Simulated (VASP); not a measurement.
# Cs (I4/mmm) in VASP: a series of runs

The runs below take Cs through single point, with PBE.

All numbers are computed with VASP 6.6.1; they aren't measurements. Logs are shortened: lines on timing, memory, paths and dates and some standing lists are left out, and cuts for length are marked.

## Step 1: The cell of the first run

It takes space group I4/mmm (No. 139, tetragonal). Conventional cell: a = 6.196 Å, b = 6.196 Å, c = 6.347 Å, α = 90.00°, β = 90.00°, γ = 90.00°.

## Step 2: Single point, PBE (strain +0.025 along x and y, +0.050 along z)

Input file INCAR:

```
SYSTEM = Cs
PREC = Accurate
ENCUT = 520
EDIFF = 1E-6
ISMEAR = 0
SIGMA = 0.15
LREAL = .FALSE.
LASPH = .TRUE.
NELM = 60
ALGO = Fast
ISIF = 2
LWAVE = .FALSE.
LCHARG = .FALSE.
GGA = PE
NBANDS = 10
```

Input file KPOINTS:

```
regular mesh
0
G
  12 12 12
  0 0 0
```

Input file POSCAR:

```
Cs
1.0
   -3.0980625000      3.0980625000      3.1736250000
    3.0980625000     -3.0980625000      3.1736250000
    3.0980625000      3.0980625000     -3.1736250000
Cs
1
Direct
    0.0000000000      0.0000000000      0.0000000000
```

Potentials or basis: VASP PAW PBE potentials, release 64 (Cs_sv).

Launch:

```sh
cat potpaw_PBE.64/Cs_sv/POTCAR > POTCAR
mpirun -np 1 vasp_std > vasp.out
```

OUTCAR:

```text
SYSTEM = Cs
   PREC = Accurate
   ENCUT = 520
   EDIFF = 1E-6
   ISMEAR = 0
   LREAL = .FALSE.
   LASPH = .TRUE.
   NELM = 60
   ISIF = 2
   GGA = PE

 ion  position               nearest neighbor table
   1  0.000  0.000  0.000-

  LATTYP: Found a body centered tetragonal cell.
 ALAT       =     6.1961250000
 C/A-ratio  =     1.0243902439

  Lattice vectors:

 A1 = (  -3.0980625000,   3.0980625000,   3.1736250000)
 A2 = (   3.0980625000,  -3.0980625000,   3.1736250000)
 A3 = (   3.0980625000,   3.0980625000,  -3.1736250000)

Analysis of symmetry for initial positions (statically):
=====================================================================
 Subroutine PRICEL returns:
 Original cell was already a primitive cell.

 Routine SETGRP: Setting up the symmetry group for a
 body centered tetragonal supercell.

 Subroutine GETGRP returns: Found 16 space group operations
 (whereof 16 operations were pure point group operations)
 out of a pool of 16 trial point group operations.

The static configuration has the point symmetry D_4h.

Analysis of symmetry for dynamics (positions and initial velocities):
=====================================================================
 Subroutine PRICEL returns:
 Original cell was already a primitive cell.

 Routine SETGRP: Setting up the symmetry group for a
 body centered tetragonal supercell.

 Subroutine GETGRP returns: Found 16 space group operations
 (whereof 16 operations were pure point group operations)
 out of a pool of 16 trial point group operations.

The dynamic configuration has the point symmetry D_4h.

 Subroutine INISYM returns: Found 16 space group operations
 (whereof 16 operations are pure point group operations),
 and found     1 'primitive' translations

----------------------------------------------------------------------------------------

                                     Primitive cell

  volume of cell :     121.8417

  direct lattice vectors                    reciprocal lattice vectors
    -3.098062500  3.098062500  3.173625000     0.000000000  0.161391192  0.157548545
     3.098062500 -3.098062500  3.173625000     0.161391192  0.000000000  0.157548545
     3.098062500  3.098062500 -3.173625000     0.161391192  0.161391192  0.000000000

  length of vectors
     5.409979496  5.409979496  5.409979496     0.225540818  0.225540818  0.228241613

  position of ions in fractional coordinates (direct lattice)
     0.000000000  0.000000000  0.000000000

  ion indices of the primitive-cell ions
   primitive index   ion index
                 1           1
[... 72 lines left out ...]
   EDIFF  = 0.1E-05   stopping-criterion for ELM
   LREAL  =      F    real-space projection
[... 7 lines left out ...]
   TEBEG  =    0.0;   TEEND  =   0.0 temperature during run
   PSTRESS=    0.0 pullay stress
   NELECT =       9.0000    total number of electrons
   NUPDOWN=      -1.0000    fix difference up-down
   EMIN   =  10.00;   EMAX   =-10.00  energy-range for DOS
   EFERMI =   0.00;   METHOD = LEGACY
   ISMEAR =     0;   SIGMA  =   0.15  broadening in eV -4-tet -1-fermi 0-gaus
   EFERMI_NEDOS =   21; number of points for ismear=-14 and -15
   IALGO  =     68    algorithm
   IMIX   =      4    mixing-type and parameters
     AMIX     =   0.40;   BMIX     =  1.00
     AMIX_MAG =   1.60;   BMIX_MAG =  1.00
  volume/ion in A,a.u.               =     121.84       822.23
  Fermi-wavevector in a.u.,A,eV,Ry     =   0.686895  1.298043  6.419565  0.471825
  Thomas-Fermi vector in A             =   1.767254
   LORBIT       =      0    0 simple, 1 ext, 2 COOP (PROOUT), +10 PAW based schemes
   GGA     = PE    functional components
   LHFCALC =     F    Hartree Fock is set to
   AEXX    =    0.0000 exact exchange contribution
   IVDW    =     0    specifies the selected vdW correction
   LEPSILON=     F    determine dielectric tensor
   LRPA    =     F    only Hartree local field effects (RPA)
 non-spin polarized calculation
 RMM-DIIS sequential band-by-band and
 Gauss-broadening in eV      SIGMA  =   0.15
  energy-cutoff  :      520.00
  volume of cell :      121.84
 maximum number of plane-waves:      3328
   NGX = 21   NGY = 21   NGZ = 21

 number of electron       8.9999999 magnetization

 Free energy of the ion-electron system (eV)
  ---------------------------------------------------
  ext. energy  EPLUGINS =         0.00000000
  ---------------------------------------------------
  free energy    TOTEN  =        -0.85602195 eV

  energy without entropy =       -0.84012932  energy(sigma->0) =       -0.84807564

 E-fermi :   0.3126     XC(G=0):  -5.2642

 val. band max:        0.3080059513   @ k =   0.2500   0.2500   0.0000
 cond. band min:       0.3203014955   @ k =   0.3333   0.1667   0.0000
 fundamental gap:      0.0122955443
 Fermi energy:         0.3126170620

 k-point     1 :       0.0000    0.0000    0.0000
  band No.  band energies     occupation
      1     -23.5775      2.00000
      2     -10.3285      2.00000
      3     -10.3284      2.00000
      4     -10.3284      2.00000
      5      -1.3057      2.00000
      6       2.7413      0.00000
      7       2.7413      0.00000
      8       2.8345      0.00000
      9       3.5206      0.00000
     10       3.6540      0.00000
[... 287 lines left out ...]
 k-point    24 :      -0.4167    0.1667    0.0000
  band No.  band energies     occupation
      1     -23.5733      2.00000
      2     -10.4142      2.00000
      3     -10.3613      2.00000
      4     -10.3369      2.00000
      5      -0.0889      1.99985
      6       1.6092      0.00000
      7       1.9667      0.00000
      8       3.3321      0.00000
      9       3.8227      0.00000
     10       3.9989      0.00000

 [... further k-points ...]

------------------------ aborting loop because EDIFF is reached ----------------------------------------

  FORCE on cell =-STRESS in cart. coord.  units (eV):
  Direction    XX          YY          ZZ          XY          YZ          ZX
  --------------------------------------------------------------------------------------
  -------------------------------------------------------------------------------------
  Total       -0.0651369     -0.0651369     -0.0674415      0.0000000      0.0000000     -0.0000000
  in kB       -0.8565284     -0.8565284     -0.8868329      0.0000000      0.0000000     -0.0000000
  external PRESSURE =      -0.8666299 kB  Pullay stress =       0.0000000 kB

 VOLUME and BASIS-vectors are now :
 -----------------------------------------------------------------------------
  energy-cutoff  :      520.00
  volume of cell :      121.84
      direct lattice vectors                 reciprocal lattice vectors
    -3.098062500  3.098062500  3.173625000     0.000000000  0.161391192  0.157548545
     3.098062500 -3.098062500  3.173625000     0.161391192  0.000000000  0.157548545
     3.098062500  3.098062500 -3.173625000     0.161391192  0.161391192  0.000000000

 POSITION                                       TOTAL-FORCE (eV/Angst)
 -----------------------------------------------------------------------------------
      0.00000      0.00000      0.00000         0.000000      0.000000      0.000000
 -----------------------------------------------------------------------------------
    total drift:                                0.000000      0.000000     -0.000000

  FREE ENERGIE OF THE ION-ELECTRON SYSTEM (eV)
  ---------------------------------------------------
  free  energy   TOTEN  =        -0.8560219536 eV

  energy  without entropy=       -0.8401293238  energy(sigma->0) =       -0.84807564
```

OSZICAR:

```text
N       E                     dE             d eps       ncg     rms          rms(c)
DAV:   1     0.533232100118E+02    0.53323E+02   -0.28160E+03  3260   0.617E+02
DAV:   2     0.449413640337E+01   -0.48829E+02   -0.47645E+02  4320   0.106E+02
DAV:   3    -0.775146373574E+00   -0.52693E+01   -0.52616E+01  3756   0.410E+01
DAV:   4    -0.853577389264E+00   -0.78431E-01   -0.78413E-01  4130   0.591E+00
DAV:   5    -0.853985364450E+00   -0.40798E-03   -0.40796E-03  4574   0.395E-01    0.130E-01
RMM:   6    -0.854761733640E+00   -0.77637E-03   -0.97054E-04  3460   0.159E-01    0.911E-02
RMM:   7    -0.855969154077E+00   -0.12074E-02   -0.40632E-03  3512   0.319E-01    0.346E-02
RMM:   8    -0.856017643584E+00   -0.48490E-04   -0.21794E-04  4249   0.924E-02    0.468E-03
RMM:   9    -0.856021362102E+00   -0.37185E-05   -0.41521E-05  4609   0.325E-02    0.194E-03
RMM:  10    -0.856021953568E+00   -0.59147E-06   -0.86207E-06  4667   0.137E-02
   1 F= -.85602195E+00 E0= -.84807564E+00  d E =-.158926E-01
```

stdout:

```text
POSCAR found type information on POSCAR Cs
 POSCAR found :  1 types and       1 ions
 scaLAPACK will be used
 LDA part: xc-table for (Slater+PW92), standard interpolation
 POSCAR, INCAR and KPOINTS ok, starting setup
 FFT: planning ... GRIDC
 FFT: planning ... GRID_SOFT
 FFT: planning ... GRID
 WAVECAR not read
 entering main loop
```

Run time: 90 s. Hardware: 1 thread of Intel Xeon Platinum 8488C (Sapphire Rapids), shared host; peak memory 0.36 GiB.

Results:

```yaml
Free_energy: -0.8560 eV
Pressure: -0.1 GPa
```

Caveat: the cell differs from its parent crystal (strain +0.025 along x and y, +0.050 along z); spin-orbit coupling is left out, which moves the levels of the heavy elements.

## Step 3: Single point, PBE (strain +0.050 along x and y, +0.025 along z)

Input file INCAR:

```
SYSTEM = Cs
PREC     = Accurate       ! precision mode
ENCUT    = 520            ! plane-wave cutoff, eV
EDIFF    = 1E-6           ! SCF threshold, eV
ISMEAR   = 0              ! smearing method
SIGMA    = 0.15           ! smearing width, eV
LREAL    = .False.        ! projectors in reciprocal space
LASPH    = .True.         ! aspherical terms in the spheres
NELM     = 60             ! most SCF steps
ALGO     = Fast           ! electronic algorithm
ISIF     = 2              ! what is computed and relaxed
LWAVE    = .False.        ! write WAVECAR
LCHARG   = .False.        ! write CHGCAR
GGA      = PE             ! functional
NBANDS   = 10             ! bands
```

Input file KPOINTS:

```
Automatic mesh
0
Gamma
  12 12 12
  0 0 0
```

Input file POSCAR:

```
Cs
1.0
   -3.1736250000      3.1736250000      3.0980625000
    3.1736250000     -3.1736250000      3.0980625000
    3.1736250000      3.1736250000     -3.0980625000
Cs
1
Direct
    0.0000000000      0.0000000000      0.0000000000
```

Potentials or basis: VASP PAW PBE potentials, release 64 (Cs_sv).

Launch:

```sh
cat potpaw_PBE.64/Cs_sv/POTCAR > POTCAR
mpirun -np 1 vasp_std > vasp.out
```

It took 1.8 min on 1 thread of Intel Xeon Platinum 8488C (Sapphire Rapids), shared host; peak memory 0.38 GiB.

It converged, with:

```
Free energy : -0.8543 eV
Pressure    : -0.1 GPa
```

Levels at points of the mesh, in eV from the Fermi level:
| k point | band 1 | band 2 | band 3 | band 4 | band 5 | band 6 | band 7 | band 8 |
| --- | --- | --- | --- | --- | --- | --- | --- | --- |
| (0.00, 0.00, 0.00) | -23.91 | -10.66 | -10.66 | -10.66 | -1.59 | 2.38 | 2.48 | 2.48 |
| (0.50, 0.00, 0.00) | -23.90 | -10.76 | -10.69 | -10.66 | 0.08 | 0.81 | 1.62 | 3.08 |
| (0.50, 0.50, 0.00) | -23.90 | -10.76 | -10.69 | -10.66 | 0.05 | 0.77 | 1.72 | 2.99 |
| (0.50, 0.50, 0.50) | -23.90 | -10.73 | -10.73 | -10.73 | 0.69 | 0.73 | 2.75 | 2.75 |

Caveat: the cell differs from its parent crystal (strain +0.050 along x and y, +0.025 along z); spin-orbit coupling is left out, which moves the levels of the heavy elements.
